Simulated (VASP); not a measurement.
HgTe:

```
Hg Te
1.0
     0.00000    3.18000    3.18000
     3.18000    0.00000    3.18000
     3.18000    3.18000    0.00000
Hg Te
1 1
Direct
  0.00000 0.00000 0.00000
  0.50000 0.50000 0.50000
```

```yaml
Program: VASP 6.6.1
Task: relaxation of cell and atoms
Functional: PBE-based screened hybrid with 25 % exact exchange
Potentials_or_basis: VASP PAW PBE potentials, release 64 (Hg, Te)
Cutoff: 600 eV
k_mesh: 4 × 4 × 4
Occupations: fermi-dirac, width 0.05 eV
Spin: no spin polarisation
```

At the start: pressure -4.1 GPa; volume 32.16 Å³/atom.

Problem. How do energy, volume and symmetry change on relaxing?

Solution. Over 3 steps the energy falls by 47.0 meV/atom and the volume is 28.87 Å³/atom (-10.2 %); space group Fm-3m (No. 225, to 0.1 Å) before and after.

Step by step:
| step | energy change (eV) | largest force (eV/Å) | pressure (GPa) | volume (Å³) |
| --- | --- | --- | --- | --- |
| 1 | 0.0000 | 0.0000 | -4.10 | 64.31 |
| 2 | -0.0923 | 0.0000 | 0.72 | 56.96 |
| 3 | -0.0940 | 0.0000 | 0.01 | 57.74 |

Final structure:
```xyz
2
Lattice="0.0000 3.0677 3.0677 3.0677 0.0000 3.0677 3.0677 3.0677 0.0000" Properties=species:S:1:pos:R:3 pbc="T T T"
Hg    0.0000    0.0000    0.0000
Te    3.0677    3.0677    3.0677
```

Caveat: the k points lie up to 0.44 Å⁻¹ apart in the final cell, too coarse for converged energies and pressures of a metal; the PAW data sets were made with another functional, which shifts forces and pressure a little.
